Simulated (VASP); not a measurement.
# H7C16F in VASP: further runs

The runs below take H7C16F through single point, with PBE.

Program: VASP 6.6.1. These are calculated values, not measurements. Logs are shortened: lines on timing, memory, paths and dates and some standing lists are left out, and cuts for length are marked.

## (1) The cell of the first run

The cell holds a slab with vacuum, 24 atoms: a = 5.049 Å, b = 5.049 Å, c = 16.776 Å, α = 90.00°, β = 90.00°, γ = 60.00°.

## (2) Single point, PBE

Input file INCAR:

```
SYSTEM = H7C16F
PREC     = Accurate       ! precision mode
ENCUT    = 520            ! plane-wave cutoff, eV
EDIFF    = 1E-6           ! SCF threshold, eV
ISMEAR   = 0              ! smearing method
SIGMA    = 0.05           ! smearing width, eV
LREAL    = Auto         
LASPH    = .True.         ! aspherical terms in the spheres
NELM     = 100            ! most SCF steps
ALGO     = Normal         ! electronic algorithm
ISIF     = 2              ! what is computed and relaxed
LWAVE    = .False.        ! write WAVECAR
LCHARG   = .True.         ! write CHGCAR
GGA      = PE             ! functional
LELF     = .True.         ! ELF
LVHAR    = .True.       
NBANDS   = 57             ! bands
```

Input file KPOINTS:

```
regular mesh
0
Gamma
  3 3 1
  0 0 0
```

Input file POSCAR:

```
H7C16F
1.0
    5.0487420000      0.0000000000      0.0000000000
    2.5243710000      4.3723390000      0.0000000000
    0.0000000000      0.0000000000     16.7764260000
H C F
7 16 1
Direct
    0.1666667000      0.1666667000      0.0596075000
    0.6666667000      0.1666667000      0.0596075000
    0.1666667000      0.6666667000      0.0596075000
    0.6666667000      0.6666667000      0.0596075000
    0.0019337933      0.4910631474      0.3453439165
    0.5096173019      0.4841391914      0.3454805992
    0.9462249871      0.0051725968      0.3611613548
    0.1666667000      0.1666667000      0.1251757000
    0.6666667000      0.1666667000      0.1251757000
    0.1666667000      0.6666667000      0.1251757000
    0.6666667000      0.6666667000      0.1251757000
   -0.1666667000      0.3333333000      0.1558905000
    0.3333333000      0.3333333000      0.1558905000
   -0.1666667000      0.8333333000      0.1558905000
    0.3333333000      0.8333333000      0.1558905000
   -0.1634879372      0.3262191005      0.2490386461
    0.3358792496      0.3279969857      0.2497995041
   -0.1628455631      0.8284138653      0.2521183040
    0.3335625130      0.8288172885      0.2530902204
    0.0014234673     -0.0041303663      0.2771758839
    0.5043716703     -0.0084553984      0.2648482855
    0.0019807727      0.4912982025      0.2797628545
    0.5059883609      0.4914716845      0.2799177242
    0.8357850138      0.0368707168      0.4195457403
```

Potentials or basis: VASP PAW PBE potentials, release 64 (H, C, F).

Started as:

```console
cat potpaw_PBE.64/H/POTCAR potpaw_PBE.64/C/POTCAR potpaw_PBE.64/F/POTCAR > POTCAR
mpirun -np 1 vasp_std > vasp.out
```

OUTCAR:

```text
SYSTEM = H7C16F
   PREC = Accurate
   ENCUT = 520
   EDIFF = 1E-6
   ISMEAR = 0
   LREAL = Auto
   LASPH = .True.
   NELM = 100
   ISIF = 2
   GGA = PE

 ion  position               nearest neighbor table
   1  0.167  0.167  0.060-   8 1.10
   2  0.667  0.167  0.060-   9 1.10
   3  0.167  0.667  0.060-  10 1.10
   4  0.667  0.667  0.060-  11 1.10
   5  0.002  0.491  0.345-  22 1.10
   6  0.510  0.484  0.345-  23 1.10
   7  0.946  0.005  0.361-  24 1.10  20 1.43
   8  0.167  0.167  0.125-   1 1.10  13 1.55  12 1.55  15 1.55
   9  0.667  0.167  0.125-   2 1.10  12 1.55  13 1.55  14 1.55
  10  0.167  0.667  0.125-   3 1.10  15 1.55  14 1.55  13 1.55
  11  0.667  0.667  0.125-   4 1.10  14 1.55  15 1.55  12 1.55
  12  0.833  0.333  0.156-   9 1.55   8 1.55  11 1.55  16 1.56
  13  0.333  0.333  0.156-   8 1.55   9 1.55  10 1.55  17 1.58
  14  0.833  0.833  0.156-  11 1.55  10 1.55   9 1.55  18 1.61
  15  0.333  0.833  0.156-  10 1.55  11 1.55   8 1.55  19 1.63
  16  0.837  0.326  0.249-  20 1.52  22 1.53  23 1.54  12 1.56
  17  0.336  0.328  0.250-  21 1.49  23 1.54  22 1.54  13 1.58
  18  0.837  0.828  0.252-  21 1.47  20 1.51  22 1.55  14 1.61
  19  0.334  0.829  0.253-  21 1.47  20 1.51  23 1.54  15 1.63
  20  0.001  0.996  0.277-   7 1.43  19 1.51  18 1.51  16 1.52
  21  0.504  0.992  0.265-  18 1.47  19 1.47  17 1.49
  22  0.002  0.491  0.280-   5 1.10  16 1.53  17 1.54  18 1.55
  23  0.506  0.491  0.280-   6 1.10  16 1.54  19 1.54  17 1.54
  24  0.836  0.037  0.420-   7 1.10

  LATTYP: Found a hexagonal cell.
 ALAT       =     5.0487421480
 C/A-ratio  =     3.3228922192

  Lattice vectors:

 A1 = (  -2.5243710000,  -4.3723390000,   0.0000000000)
 A2 = (   5.0487420000,   0.0000000000,   0.0000000000)
 A3 = (   0.0000000000,   0.0000000000,  16.7764260000)

Analysis of symmetry for initial positions (statically):
=====================================================================
 Subroutine PRICEL returns:
 Original cell was already a primitive cell.

 Routine SETGRP: Setting up the symmetry group for a
 hexagonal supercell.

 Subroutine GETGRP returns: Found  1 space group operations
 (whereof  1 operations were pure point group operations)
 out of a pool of 24 trial point group operations.

The static configuration has the point symmetry C_1 .

Analysis of symmetry for dynamics (positions and initial velocities):
=====================================================================
 Subroutine PRICEL returns:
 Original cell was already a primitive cell.

 Routine SETGRP: Setting up the symmetry group for a
 hexagonal supercell.

 Subroutine GETGRP returns: Found  1 space group operations
 (whereof  1 operations were pure point group operations)
 out of a pool of 24 trial point group operations.

The dynamic configuration has the point symmetry C_1 .

 Subroutine INISYM returns: Found  1 space group operations
 (whereof  1 operations are pure point group operations),
 and found     1 'primitive' translations

----------------------------------------------------------------------------------------

                                     Primitive cell

  volume of cell :     370.3364

  direct lattice vectors                    reciprocal lattice vectors
     5.048742000  0.000000000  0.000000000     0.198069143 -0.114355268  0.000000000
     2.524371000  4.372339000  0.000000000     0.000000000  0.228710537  0.000000000
     0.000000000  0.000000000 16.776426000     0.000000000  0.000000000  0.059607452

  length of vectors
     5.048742000  5.048742148 16.776426000     0.228710544  0.228710537  0.059607452

  position of ions in fractional coordinates (direct lattice)
     0.166666700  0.166666700  0.059607500
     0.666666700  0.166666700  0.059607500
     0.166666700  0.666666700  0.059607500
     0.666666700  0.666666700  0.059607500
     0.001933793  0.491063147  0.345343916
     0.509617302  0.484139191  0.345480599
[... 16 lines left out ...]
     0.505988361  0.491471684  0.279917724
     0.835785014  0.036870717  0.419545740

  ion indices of the primitive-cell ions
   primitive index   ion index
                 1           1
                 2           2
                 3           3
                 4           4
                 5           5
                 6           6
[... 16 lines left out ...]
                23          23
                24          24

----------------------------------------------------------------------------------------

 KPOINTS: regular mesh

Automatic generation of k-mesh.
 Grid dimensions read from file:
 generate k-points for:    3    3    1

 Generating k-lattice:

  Cartesian coordinates                     Fractional coordinates (reciprocal lattice)
     0.066023048 -0.038118423  0.000000000     0.333333333  0.000000000  0.000000000
     0.000000000  0.076236846  0.000000000     0.000000000  0.333333333  0.000000000
     0.000000000  0.000000000  0.059607452     0.000000000  0.000000000  1.000000000

  Length of vectors
     0.076236848  0.076236846  0.059607452

  Shift w.r.t. Gamma in fractional coordinates (k-lattice)
     0.000000000  0.000000000  0.000000000

 Subroutine IBZKPT returns following result:
 ===========================================

 Found      5 irreducible k-points:

 Following reciprocal coordinates:
            Coordinates               Weight
  0.000000  0.000000  0.000000      1.000000
  0.333333  0.000000  0.000000      2.000000
  0.333333  0.333333  0.000000      2.000000
  0.000000  0.333333  0.000000      2.000000
 -0.333333  0.333333  0.000000      2.000000
   k-points           NKPTS =      5   k-points in BZ     NKDIM =      5   number of bands    NBANDS=     57
   number of dos      NEDOS =    301   number of ions     NIONS =     24
   total plane-waves  NPLWV = 201600
   dimension x,y,z NGX =    40 NGY =   40 NGZ =  126
   dimension x,y,z NGXF=    80 NGYF=   80 NGZF=  252
   ions per type =               7  16   1
   NGX,Y,Z   is equivalent  to a cutoff of  13.17, 13.17, 12.49 a.u.
   NGXF,Y,Z  is equivalent  to a cutoff of  26.34, 26.34, 24.97 a.u.
 SYSTEM =  H7C16F
   PREC   = accura    normal or accurate (medium, high low for compatibility)
   ISTART =      0    job   : 0-new  1-cont  2-samecut
   ICHARG =      2    charge: 1-file 2-atom 10-const
   ISPIN  =      1    spin polarized calculation?
   LNONCOLLINEAR =      F non collinear calculations
   LSORBIT =      F    spin-orbit coupling
   LASPH  =      T    aspherical Exc in radial PAW
   ENCUT  =  520.0 eV  38.22 Ry    6.18 a.u.   9.39  9.39 31.19*2*pi/ulx,y,z
   NELM   =    100;   NELMIN=  2; NELMDL= -5     # of ELM steps
   EDIFF  = 0.1E-05   stopping-criterion for ELM
   LREAL  =      T    real-space projection
   EDIFFG = 0.1E-04   stopping-criterion for IOM
   NSW    =      0    number of steps for IOM
   IBRION =     -1    ionic relax: 0-MD 1-quasi-New 2-CG
   NFREE  =      0    steps in history (QN), initial steepest desc. (CG)
   ISIF   =      2    stress and relaxation
   ISYM   =      2    0-nonsym 1-usesym 2-fastsym
   POTIM  = 0.5000    time-step for ionic-motion
   TEBEG  =    0.0;   TEEND  =   0.0 temperature during run
   PSTRESS=    0.0 pullay stress
   NELECT =      78.0000    total number of electrons
   NUPDOWN=      -1.0000    fix difference up-down
   EMIN   =  10.00;   EMAX   =-10.00  energy-range for DOS
   EFERMI =   0.00;   METHOD = LEGACY
   ISMEAR =     0;   SIGMA  =   0.05  broadening in eV -4-tet -1-fermi 0-gaus
   EFERMI_NEDOS =   21; number of points for ismear=-14 and -15
   IALGO  =     38    algorithm
   IMIX   =      4    mixing-type and parameters
     AMIX     =   0.40;   BMIX     =  1.00
     AMIX_MAG =   1.60;   BMIX_MAG =  1.00
  volume/ion in A,a.u.               =      15.43       104.13
  Fermi-wavevector in a.u.,A,eV,Ry     =   0.974034  1.840658 12.908428  0.948743
  Thomas-Fermi vector in A             =   2.104462
   LORBIT       =      0    0 simple, 1 ext, 2 COOP (PROOUT), +10 PAW based schemes
   GGA     = PE    functional components
   LHFCALC =     F    Hartree Fock is set to
   AEXX    =    0.0000 exact exchange contribution
   IVDW    =     0    specifies the selected vdW correction
   LEPSILON=     F    determine dielectric tensor
   LRPA    =     F    only Hartree local field effects (RPA)
 non-spin polarized calculation
 Gauss-broadening in eV      SIGMA  =   0.05
  energy-cutoff  :      520.00
  volume of cell :      370.34
 maximum number of plane-waves:      9984
 NGX is ok and might be reduce to    40
   NGX = 19   NGY = 19   NGZ = 63

 number of electron      78.0000002 magnetization

 Free energy of the ion-electron system (eV)
  ---------------------------------------------------
  ext. energy  EPLUGINS =         0.00000000
  ---------------------------------------------------
  free energy    TOTEN  =      -172.23192347 eV

  energy without entropy =     -172.23192305  energy(sigma->0) =     -172.23192326

 E-fermi :  -0.7533     XC(G=0):  -5.1152

 val. band max:       -0.9135271381   @ k =  -0.3333   0.3333   0.0000
 cond. band min:      -0.5982575526   @ k =   0.0000   0.0000   0.0000
 fundamental gap:      0.3152695856
 Fermi energy:        -0.7532652417

 k-point     1 :       0.0000    0.0000    0.0000
  band No.  band energies     occupation
      1     -22.6324      2.00000
      2     -21.5570      2.00000
      3     -18.7955      2.00000
      4     -16.4011      2.00000
      5     -16.3500      2.00000
      6     -16.2641      2.00000
[... 43 lines left out ...]
     50       5.6491      0.00000
     51       5.7260      0.00000

 k-point     2 :       0.3333    0.0000    0.0000
  band No.  band energies     occupation
      1     -22.6277      2.00000
      2     -20.8962      2.00000
      3     -18.9211      2.00000
      4     -18.1534      2.00000
      5     -17.0512      2.00000
      6     -17.0218      2.00000
[... 43 lines left out ...]
     50       6.3216      0.00000
     51       6.4602      0.00000

 k-point     3 :       0.3333    0.3333    0.0000
  band No.  band energies     occupation
      1     -22.6278      2.00000
      2     -20.8970      2.00000
      3     -18.9170      2.00000
      4     -18.1521      2.00000
      5     -17.0521      2.00000
      6     -17.0289      2.00000
[... 43 lines left out ...]
     50       6.3148      0.00000
     51       6.4595      0.00000

 k-point     4 :       0.0000    0.3333    0.0000
  band No.  band energies     occupation
      1     -22.6275      2.00000
      2     -20.8957      2.00000
      3     -18.9239      2.00000
      4     -18.1652      2.00000
      5     -17.0365      2.00000
      6     -17.0161      2.00000
[... 43 lines left out ...]
     50       6.2801      0.00000
     51       6.5178      0.00000

 k-point     5 :      -0.3333    0.3333    0.0000
  band No.  band energies     occupation
      1     -22.6257      2.00000
      2     -19.8152      2.00000
      3     -19.4788      2.00000
      4     -19.3903      2.00000
      5     -16.9739      2.00000
      6     -16.9525      2.00000
[... 43 lines left out ...]
     50       6.5557      0.00000
     51       6.5620      0.00000
 [bands above 51 left out]

------------------------ aborting loop because EDIFF is reached ----------------------------------------

  FORCE on cell =-STRESS in cart. coord.  units (eV):
  Direction    XX          YY          ZZ          XY          YZ          ZX
  --------------------------------------------------------------------------------------
  -------------------------------------------------------------------------------------
  Total        1.7279892      0.6414340     -2.1532681     -0.0272201      0.0338580     -0.0586308
  in kB        7.4757569      2.7750198     -9.3156302     -0.1177617      0.1464789     -0.2536531
  external PRESSURE =       0.3117155 kB  Pullay stress =       0.0000000 kB

 VOLUME and BASIS-vectors are now :
 -----------------------------------------------------------------------------
  energy-cutoff  :      520.00
  volume of cell :      370.34
      direct lattice vectors                 reciprocal lattice vectors
     5.048742000  0.000000000  0.000000000     0.198069143 -0.114355268  0.000000000
     2.524371000  4.372339000  0.000000000     0.000000000  0.228710537  0.000000000
     0.000000000  0.000000000 16.776426000     0.000000000  0.000000000  0.059607452

 POSITION                                       TOTAL-FORCE (eV/Angst)
 -----------------------------------------------------------------------------------
      1.26219      0.72872      1.00000         0.017114     -0.036077     -0.131194
      3.78656      0.72872      1.00000        -0.016992     -0.035407     -0.126450
      2.52437      2.91489      1.00000         0.001986      0.046966     -0.092393
      5.04874      2.91489      1.00000         0.000560      0.038609     -0.132762
      1.24939      2.14709      5.79364         0.000169     -0.002486      0.027853
      3.79507      2.11682      5.79593         0.000558     -0.002758      0.009949
[... 16 lines left out ...]
      3.79526      2.14888      4.69602        -0.001582      0.007765      0.033246
      4.31274      0.16121      7.03848        -0.071457      0.014862      0.127831
 -----------------------------------------------------------------------------------
    total drift:                               -0.004628      0.036319     -0.064552

  FREE ENERGIE OF THE ION-ELECTRON SYSTEM (eV)
  ---------------------------------------------------
  free  energy   TOTEN  =      -172.2319234739 eV

  energy  without entropy=     -172.2319230475  energy(sigma->0) =     -172.23192326
```

It took 3.6 min on 1 thread of Intel Xeon Platinum 8488C (Sapphire Rapids), shared host; peak memory 0.47 GiB.

Results:

| Quantity | Value |
| --- | --- |
| Free energy | -172.2319 eV |
| Largest force | 1.555 eV/Å |
| Band gap on the k mesh | 0.32 eV, indirect (least direct gap 0.59 eV) |

Forces on the atoms (eV/Å):
```
H    0.017 -0.036 -0.131
H   -0.017 -0.035 -0.126
H    0.002  0.047 -0.092
H    0.001  0.039 -0.133
H    0.000 -0.002  0.028
H    0.001 -0.003  0.010
H    0.074 -0.021 -0.151
C   -0.067  0.019  1.248
C    0.066  0.029  1.237
C    0.013 -0.040  1.554
C   -0.016 -0.100  1.165
C   -0.010  0.039 -0.653
C   -0.006  0.041 -1.288
C   -0.221 -0.019 -1.484
C    0.239 -0.003 -1.426
C    0.003  0.007 -0.006
C    0.003  0.021  0.010
C   -0.002 -0.021 -0.015
C   -0.012 -0.019 -0.012
C   -0.001  0.025  0.070
C    0.006  0.003  0.019
C    0.000  0.006  0.014
C   -0.002  0.008  0.033
F   -0.071  0.015  0.128
```

Caveat: the k points lie up to 0.48 Å⁻¹ apart.

(Part 1 of 3 ends here.)
